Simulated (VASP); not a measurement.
# MgI2 (Cm) in VASP: a series of runs

Runs on MgI2. Level: PBE. Tasks: single point.

Everything below comes from runs of VASP 6.6.1. Logs are shortened: lines on timing, memory, paths and dates and some standing lists are left out, and cuts for length are marked.

## (1) The cell of the first run

Symmetry: Cm, No. 8, monoclinic system. Conventional cell: a = 7.194 Å, b = 4.154 Å, c = 6.862 Å, α = 90.00°, β = 90.00°, γ = 90.00°. Mg (site symmetry m) has 6 I at 2.64 to 3.23 Å within 3.5 Å. I (site symmetry m) has 3 Mg at 2.64 to 3.02 Å within 3.5 Å. I (site symmetry m) has 3 Mg at 2.87 to 3.23 Å within 3.8 Å.

## (2) Single point, PBE (atom 1 (Mg) moved by (-0.300, -0.300) A along y and z)

INCAR

```
SYSTEM = MgI2
ALGO = Normal
EDIFF = 1E-6
ENCUT = 520
GGA = PE
ISIF = 2
ISMEAR = 0
LASPH = .TRUE.
LCHARG = .FALSE.
LREAL = .FALSE.
LWAVE = .FALSE.
NBANDS = 15
NELM = 60
PREC = Accurate
SIGMA = 0.05
```

KPOINTS

```
k-points
0
G
  6 6 4
  0 0 0
```

POSCAR

```
MgI2
1.0
    4.1537001214      0.0000000000      0.0000000000
   -2.0768500607      3.5972098248      0.0000000000
    0.0000000000      0.0000000000      6.8620000000
Mg I
1 2
Direct
   -0.0416989854     -0.0833979708     -0.0437190324
    0.3333333333      0.6666666667      0.7576300000
    0.6666666667      0.3333333333      0.2423700000
```

Potentials or basis: VASP PAW PBE potentials, release 64 (Mg, I).

The run is started by

```bash
cat potpaw_PBE.64/Mg/POTCAR potpaw_PBE.64/I/POTCAR > POTCAR
mpirun -np 1 vasp_std > vasp.out
```

OUTCAR:

```text
SYSTEM = MgI2
   EDIFF = 1E-6
   ENCUT = 520
   GGA = PE
   ISIF = 2
   ISMEAR = 0
   LASPH = .TRUE.
   LREAL = .FALSE.
   NELM = 60
   PREC = Accurate

 ion  position               nearest neighbor table
   1  0.958  0.917  0.956-   2 2.64   2 2.64   3 2.87   2 3.02   3 3.23   3 3.23
   2  0.333  0.667  0.758-   1 2.64   1 2.64   1 3.02
   3  0.667  0.333  0.242-   1 2.87   1 3.23   1 3.23

  LATTYP: Found a hexagonal cell.
 ALAT       =     4.1537001214
 C/A-ratio  =     1.6520210413

  Lattice vectors:

 A1 = (   4.1537001214,   0.0000000000,   0.0000000000)
 A2 = (  -2.0768500607,   3.5972098248,   0.0000000000)
 A3 = (   0.0000000000,   0.0000000000,   6.8620000000)

Analysis of symmetry for initial positions (statically):
=====================================================================
 Subroutine PRICEL returns:
 Original cell was already a primitive cell.

 Routine SETGRP: Setting up the symmetry group for a
 hexagonal supercell.

 Subroutine GETGRP returns: Found  2 space group operations
 (whereof  2 operations were pure point group operations)
 out of a pool of 24 trial point group operations.

The static configuration has the point symmetry C_1h.

Analysis of symmetry for dynamics (positions and initial velocities):
=====================================================================
 Subroutine PRICEL returns:
 Original cell was already a primitive cell.

 Routine SETGRP: Setting up the symmetry group for a
 hexagonal supercell.

 Subroutine GETGRP returns: Found  2 space group operations
 (whereof  2 operations were pure point group operations)
 out of a pool of 24 trial point group operations.

The dynamic configuration has the point symmetry C_1h.

 Subroutine INISYM returns: Found  2 space group operations
 (whereof  2 operations are pure point group operations),
 and found     1 'primitive' translations

----------------------------------------------------------------------------------------

                                     Primitive cell

  volume of cell :     102.5302

  direct lattice vectors                    reciprocal lattice vectors
     4.153700121  0.000000000  0.000000000     0.240749205  0.138996618  0.000000000
    -2.076850061  3.597209825  0.000000000     0.000000000  0.277993236  0.000000000
     0.000000000  0.000000000  6.862000000     0.000000000  0.000000000  0.145730108

  length of vectors
     4.153700121  4.153700121  6.862000000     0.277993236  0.277993236  0.145730108

  position of ions in fractional coordinates (direct lattice)
     0.958301015  0.916602029  0.956280968
     0.333333333  0.666666667  0.757630000
     0.666666667  0.333333333  0.242370000

  ion indices of the primitive-cell ions
   primitive index   ion index
                 1           1
                 2           2
                 3           3

----------------------------------------------------------------------------------------

 KPOINTS: k-points

Automatic generation of k-mesh.
 Grid dimensions read from file:
 generate k-points for:    6    6    4

 Generating k-lattice:

  Cartesian coordinates                     Fractional coordinates (reciprocal lattice)
     0.040124867  0.023166103  0.000000000     0.166666667 -0.000000000  0.000000000
     0.000000000  0.046332206  0.000000000     0.000000000  0.166666667  0.000000000
     0.000000000  0.000000000  0.036432527     0.000000000  0.000000000  0.250000000

  Length of vectors
     0.046332206  0.046332206  0.036432527

  Shift w.r.t. Gamma in fractional coordinates (k-lattice)
     0.000000000  0.000000000  0.000000000

 Subroutine IBZKPT returns following result:
 ===========================================

 Found     47 irreducible k-points:

 Following reciprocal coordinates:
            Coordinates               Weight
  0.000000  0.000000  0.000000      1.000000
  0.166667  0.000000  0.000000      4.000000
  0.000000  0.166667  0.000000      2.000000
  0.333333  0.000000  0.000000      4.000000
  0.000000  0.333333  0.000000      2.000000
  0.500000  0.000000  0.000000      2.000000
[... 16 lines left out ...]
  0.500000  0.000000  0.250000      4.000000
  0.000000  0.500000  0.250000      2.000000
 [... further k-points ...]
   k-points           NKPTS =     47   k-points in BZ     NKDIM =     47   number of bands    NBANDS=     15
   number of dos      NEDOS =    301   number of ions     NIONS =      3
   total plane-waves  NPLWV =  55296
   dimension x,y,z NGX =    32 NGY =   32 NGZ =   54
   dimension x,y,z NGXF=    64 NGYF=   64 NGZF=  108
   ions per type =               1   2
   NGX,Y,Z   is equivalent  to a cutoff of  12.81, 12.81, 13.08 a.u.
   NGXF,Y,Z  is equivalent  to a cutoff of  25.62, 25.62, 26.17 a.u.
 SYSTEM =  MgI2
   PREC   = accura    normal or accurate (medium, high low for compatibility)
   ISTART =      0    job   : 0-new  1-cont  2-samecut
   ICHARG =      2    charge: 1-file 2-atom 10-const
   ISPIN  =      1    spin polarized calculation?
   LNONCOLLINEAR =      F non collinear calculations
   LSORBIT =      F    spin-orbit coupling
   LASPH  =      T    aspherical Exc in radial PAW
   ENCUT  =  520.0 eV  38.22 Ry    6.18 a.u.   7.72  7.72 12.76*2*pi/ulx,y,z
   NELM   =     60;   NELMIN=  2; NELMDL= -5     # of ELM steps
   EDIFF  = 0.1E-05   stopping-criterion for ELM
   LREAL  =      F    real-space projection
[... 7 lines left out ...]
   TEBEG  =    0.0;   TEEND  =   0.0 temperature during run
   PSTRESS=    0.0 pullay stress
   NELECT =      16.0000    total number of electrons
   NUPDOWN=      -1.0000    fix difference up-down
   EMIN   =  10.00;   EMAX   =-10.00  energy-range for DOS
   EFERMI =   0.00;   METHOD = LEGACY
   ISMEAR =     0;   SIGMA  =   0.05  broadening in eV -4-tet -1-fermi 0-gaus
   EFERMI_NEDOS =   21; number of points for ismear=-14 and -15
   IALGO  =     38    algorithm
   IMIX   =      4    mixing-type and parameters
     AMIX     =   0.40;   BMIX     =  1.00
     AMIX_MAG =   1.60;   BMIX_MAG =  1.00
  volume/ion in A,a.u.               =      34.18       230.64
  Fermi-wavevector in a.u.,A,eV,Ry     =   0.881382  1.665571 10.569477  0.776835
  Thomas-Fermi vector in A             =   2.001871
   LORBIT       =      0    0 simple, 1 ext, 2 COOP (PROOUT), +10 PAW based schemes
   GGA     = PE    functional components
   LHFCALC =     F    Hartree Fock is set to
   AEXX    =    0.0000 exact exchange contribution
   IVDW    =     0    specifies the selected vdW correction
   LEPSILON=     F    determine dielectric tensor
   LRPA    =     F    only Hartree local field effects (RPA)
 non-spin polarized calculation
 Gauss-broadening in eV      SIGMA  =   0.05
  energy-cutoff  :      520.00
  volume of cell :      102.53
 maximum number of plane-waves:      2798
   NGX = 15   NGY = 15   NGZ = 25

 number of electron      16.0000001 magnetization

 Free energy of the ion-electron system (eV)
  ---------------------------------------------------
  ext. energy  EPLUGINS =         0.00000000
  ---------------------------------------------------
  free energy    TOTEN  =        -7.31850089 eV

  energy without entropy =       -7.31850089  energy(sigma->0) =       -7.31850089

 E-fermi :   3.1594     XC(G=0):  -8.2045

 val. band max:        2.9152943579   @ k =   0.0000   0.0000   0.0000
 cond. band min:       5.7036864156   @ k =   0.0000   0.5000   0.2500
 fundamental gap:      2.7883920578
 Fermi energy:         3.1593510037

 k-point     1 :       0.0000    0.0000    0.0000
  band No.  band energies     occupation
      1     -10.2504      2.00000
      2      -8.6567      2.00000
      3      -1.2769      2.00000
      4       0.9277      2.00000
      5       1.3764      2.00000
      6       2.3336      2.00000
      7       2.7482      2.00000
      8       2.9153      2.00000
      9       5.7743      0.00000
     10       7.1644      0.00000
     11       8.5954      0.00000
     12       8.8897      0.00000
     13       9.7990      0.00000
     14      10.4796      0.00000
     15      10.9372      0.00000

 k-point     2 :       0.1667    0.0000    0.0000
  band No.  band energies     occupation
      1     -10.1246      2.00000
      2      -8.5707      2.00000
      3      -1.0949      2.00000
      4       0.0969      2.00000
      5       1.0757      2.00000
      6       1.9399      2.00000
      7       2.2613      2.00000
      8       2.6725      2.00000
      9       6.6525      0.00000
     10       7.7437      0.00000
     11       8.3135      0.00000
     12       9.2174      0.00000
     13       9.4473      0.00000
     14      10.4037      0.00000
     15      10.7882      0.00000

 k-point     3 :       0.0000    0.1667    0.0000
  band No.  band energies     occupation
      1     -10.1297      2.00000
      2      -8.5681      2.00000
      3      -1.0881      2.00000
      4       0.4325      2.00000
      5       0.7293      2.00000
      6       1.8227      2.00000
      7       2.2716      2.00000
      8       2.7627      2.00000
      9       6.6199      0.00000
     10       7.5730      0.00000
     11       8.4477      0.00000
     12       9.3409      0.00000
     13       9.5871      0.00000
     14      10.5234      0.00000
     15      10.6061      0.00000
[... 343 lines left out ...]
 k-point    23 :       0.5000    0.0000    0.2500
  band No.  band energies     occupation
      1      -9.6830      2.00000
      2      -8.3000      2.00000
      3      -1.9568      2.00000
      4      -0.4020      2.00000
      5       0.5173      2.00000
      6       0.7888      2.00000
      7       1.6578      2.00000
      8       2.2217      2.00000
      9       5.7373      0.00000
     10       7.1343      0.00000
     11       8.6366      0.00000
     12       9.0883      0.00000
     13       9.7279      0.00000
     14      11.1785      0.00000
     15      12.9209      0.00000

 k-point    24 :       0.0000    0.5000    0.2500
  band No.  band energies     occupation
      1      -9.7099      2.00000
      2      -8.2852      2.00000
      3      -1.6552      2.00000
      4      -0.5236      2.00000
      5       0.2565      2.00000
      6       0.7684      2.00000
      7       1.6812      2.00000
      8       2.2849      2.00000
      9       5.7037      0.00000
     10       6.9940      0.00000
     11       8.7718      0.00000
     12       9.1019      0.00000
     13       9.5942      0.00000
     14      11.1998      0.00000
     15      12.9808      0.00000

 [... further k-points ...]
[... 5 lines left out ...]
  --------------------------------------------------------------------------------------
  -------------------------------------------------------------------------------------
  Total        3.0025113      1.0134346      1.2794432      0.0000000      0.5806325      0.0000000
  in kB       46.9184453     15.8363355     19.9930920      0.0000000      9.0731963      0.0000000
  external PRESSURE =      27.5826242 kB  Pullay stress =       0.0000000 kB

 VOLUME and BASIS-vectors are now :
 -----------------------------------------------------------------------------
  energy-cutoff  :      520.00
  volume of cell :      102.53
      direct lattice vectors                 reciprocal lattice vectors
     4.153700121  0.000000000  0.000000000     0.240749205  0.138996618  0.000000000
    -2.076850061  3.597209825  0.000000000     0.000000000  0.277993236  0.000000000
     0.000000000  0.000000000  6.862000000     0.000000000  0.000000000  0.145730108

 POSITION                                       TOTAL-FORCE (eV/Angst)
 -----------------------------------------------------------------------------------
      2.07685      3.29721      6.56200        -0.000000      0.776831      1.799157
     -0.00000      2.39814      5.19886         0.000000     -0.632531     -1.253165
      2.07685      1.19907      1.66314         0.000000     -0.144300     -0.545992
 -----------------------------------------------------------------------------------
    total drift:                               -0.000000      0.000178      0.000246

  FREE ENERGIE OF THE ION-ELECTRON SYSTEM (eV)
  ---------------------------------------------------
  free  energy   TOTEN  =        -7.3185008856 eV

  energy  without entropy=       -7.3185008856  energy(sigma->0) =       -7.31850089
```

Wall time 1.7 min (1 thread of Intel Xeon 8259CL, shared host); peak memory 0.26 GiB.

Results:

```yaml
Free_energy: -7.3185 eV
Pressure: 2.8 GPa
Largest_force: 1.960 eV/Å
Band_gap_on_the_k_mesh: 2.79 eV (least direct gap 2.86 eV)
```

Forces on the atoms (eV/Å):
```
Mg   0.000  0.777  1.799
I    0.000 -0.633 -1.253
I    0.000 -0.144 -0.546
```

Levels at points of the mesh, in eV from the valence-band top:
```
           k point  band 5  band 6  band 7  band 8  band 9  band 10  band 11  band 12
(0.00, 0.00, 0.00)   -1.54   -0.58   -0.17    0.00    2.86     4.25     5.68     5.97
(0.50, 0.00, 0.00)   -2.49   -2.38   -1.40   -0.63    2.89     4.37     5.32     6.47
(0.00, 0.50, 0.00)   -2.68   -2.45   -1.38   -0.57    2.84     4.19     5.58     6.35
(0.00, 0.00, 0.50)   -1.97   -1.50   -0.20   -0.01    3.47     4.70     5.57     5.81
(0.50, 0.00, 0.50)   -2.36   -1.75   -1.26   -0.75    2.86     4.23     5.23     5.75
(0.00, 0.50, 0.50)   -2.64   -1.76   -1.23   -0.69    2.85     4.10     5.12     5.97
```

Caveat: the cell differs from its parent crystal (atom 1 (Mg) moved by (-0.300, -0.300) A along y and z); spin-orbit coupling is left out, which moves the levels of the heavy elements; this functional lacks dispersion, which binds layers or chains, so the pressure and a relaxed spacing across them are unreliable; forces of over 1 eV/Å act on the atoms, so gaps and moduli don't describe the material at rest.

## (3) Single point, PBE (atom 1 (Mg) moved by (-0.300, +0.000) A along y and z)

INCAR

```
  ALGO = Normal
  EDIFF = 1E-7
  ENCUT = 520
  GGA = PE
  ISIF = 2
  ISMEAR = 0
  LASPH = True
  LCHARG = False
  LREAL = False
  LWAVE = False
  NBANDS = 15
  NELM = 60
  PREC = Accurate
  SIGMA = 0.05
```

KPOINTS

```
k-points
0
Gamma
  6 6 4
```

POSCAR, as its differences from that of step 2:

```diff
@@ -8,3 +8,3 @@
 Direct
-   -0.0416989854     -0.0833979708     -0.0437190324
+   -0.0416989854     -0.0833979708      0.0000000000
     0.3333333333      0.6666666667      0.7576300000
```

Potentials or basis: VASP PAW PBE potentials, release 64 (Mg, I).

The run is started by

```bash
cat potpaw_PBE.64/Mg/POTCAR potpaw_PBE.64/I/POTCAR > POTCAR
mpirun -np 1 vasp_std > vasp.out
```

OUTCAR:

```text
EDIFF = 1E-7
   ENCUT = 520
   GGA = PE
   ISIF = 2
   ISMEAR = 0
   LASPH = True
   LREAL = False
   NELM = 60
   PREC = Accurate

 ion  position               nearest neighbor table
   1  0.958  0.917  0.000-   3 2.68   2 2.81   2 2.81   3 3.05   3 3.05   2 3.17
   2  0.333  0.667  0.758-   1 2.81   1 2.81   1 3.17
   3  0.667  0.333  0.242-   1 2.68   1 3.05   1 3.05

  LATTYP: Found a hexagonal cell.
 ALAT       =     4.1537001214
[... 616 lines left out ...]
     10       7.3407      0.00000
     11       8.4200      0.00000
     12       9.0475      0.00000
     13       9.5863      0.00000
     14      11.2525      0.00000
     15      13.1246      0.00000

 [... further k-points ...]
[... 5 lines left out ...]
  --------------------------------------------------------------------------------------
  -------------------------------------------------------------------------------------
  Total        0.9844671      1.4079260      1.5900623      0.0000000     -0.5775108      0.0000000
  in kB       15.3836767     22.0008163     24.8469506      0.0000000     -9.0244145      0.0000000
  external PRESSURE =      20.7438146 kB  Pullay stress =       0.0000000 kB

 VOLUME and BASIS-vectors are now :
 -----------------------------------------------------------------------------
  energy-cutoff  :      520.00
  volume of cell :      102.53
      direct lattice vectors                 reciprocal lattice vectors
     4.153700121  0.000000000  0.000000000     0.240749205  0.138996618  0.000000000
    -2.076850061  3.597209825  0.000000000     0.000000000  0.277993236  0.000000000
     0.000000000  0.000000000  6.862000000     0.000000000  0.000000000  0.145730108

 POSITION                                       TOTAL-FORCE (eV/Angst)
 -----------------------------------------------------------------------------------
      2.07685      3.29721      0.00000         0.000000      0.815397     -0.105866
     -0.00000      2.39814      5.19886        -0.000000     -0.234432     -0.187082
      2.07685      1.19907      1.66314        -0.000000     -0.580966      0.292948
 -----------------------------------------------------------------------------------
    total drift:                               -0.000000      0.000188     -0.000004

  FREE ENERGIE OF THE ION-ELECTRON SYSTEM (eV)
  ---------------------------------------------------
  free  energy   TOTEN  =        -7.5778812664 eV

  energy  without entropy=       -7.5778812664  energy(sigma->0) =       -7.57788127
```

OSZICAR:

```text
N       E                     dE             d eps       ncg     rms          rms(c)
DAV:   1     0.750935101890E+02    0.75094E+02   -0.56711E+03  1410   0.834E+02
DAV:   2    -0.185663372949E+01   -0.76950E+02   -0.69743E+02  1943   0.133E+02
DAV:   3    -0.762069930705E+01   -0.57641E+01   -0.57322E+01  1901   0.408E+01
DAV:   4    -0.773482925281E+01   -0.11413E+00   -0.11412E+00  2040   0.675E+00
DAV:   5    -0.773567876036E+01   -0.84951E-03   -0.84948E-03  1942   0.552E-01    0.414E+00
DAV:   6    -0.760509170381E+01    0.13059E+00   -0.11458E-01  1599   0.171E+00    0.279E+00
DAV:   7    -0.757950709178E+01    0.25585E-01   -0.12571E-01  1718   0.177E+00    0.754E-01
DAV:   8    -0.757775358363E+01    0.17535E-02   -0.81293E-03  1599   0.512E-01    0.249E-01
DAV:   9    -0.757788761403E+01   -0.13403E-03   -0.91547E-04  1963   0.182E-01    0.890E-02
DAV:  10    -0.757787299125E+01    0.14623E-04   -0.38757E-05  1711   0.426E-02    0.403E-02
DAV:  11    -0.757788042327E+01   -0.74320E-05   -0.16333E-05  1809   0.264E-02    0.225E-02
DAV:  12    -0.757788087762E+01   -0.45436E-06   -0.56214E-07  1872   0.469E-03    0.740E-03
DAV:  13    -0.757788112749E+01   -0.24987E-06   -0.68862E-08  1392   0.165E-03    0.146E-03
DAV:  14    -0.757788131709E+01   -0.18960E-06   -0.23841E-07  1676   0.316E-03    0.373E-03
DAV:  15    -0.757788126638E+01    0.50713E-07   -0.12333E-08  1335   0.688E-04
   1 F= -.75778813E+01 E0= -.75778813E+01  d E =-.149451E-15
```

stdout:

```text
POSCAR found type information on POSCAR MgI
 POSCAR found :  2 types and       3 ions
 scaLAPACK will be used
 LDA part: xc-table for (Slater+PW92), standard interpolation
 POSCAR, INCAR and KPOINTS ok, starting setup
 FFT: planning ... GRIDC
 FFT: planning ... GRID_SOFT
 FFT: planning ... GRID
 WAVECAR not read
 entering main loop
```

It took 2 min on 1 thread of Intel Xeon 8259CL, shared host; peak memory 0.26 GiB.

Results:

| Item | Value |
| --- | --- |
| Free energy | -7.5779 eV |
| Pressure | 2.1 GPa |
| Largest force | 0.822 eV/Å |
| Band gap on the k mesh | 3.49 eV (least direct gap 3.67 eV) |

Forces in eV/Å, atoms in the order of the input:
```
Mg   0.000  0.815 -0.106
I    0.000 -0.234 -0.187
I    0.000 -0.581  0.293
```

Caveat: the cell differs from its parent crystal (atom 1 (Mg) moved by (-0.300, +0.000) A along y and z); spin-orbit coupling is left out, which moves the levels of the heavy elements; this functional lacks dispersion, which binds layers or chains, so the pressure and a relaxed spacing across them are unreliable. A k mesh can miss the band edges.

[end of part 1 of 2]
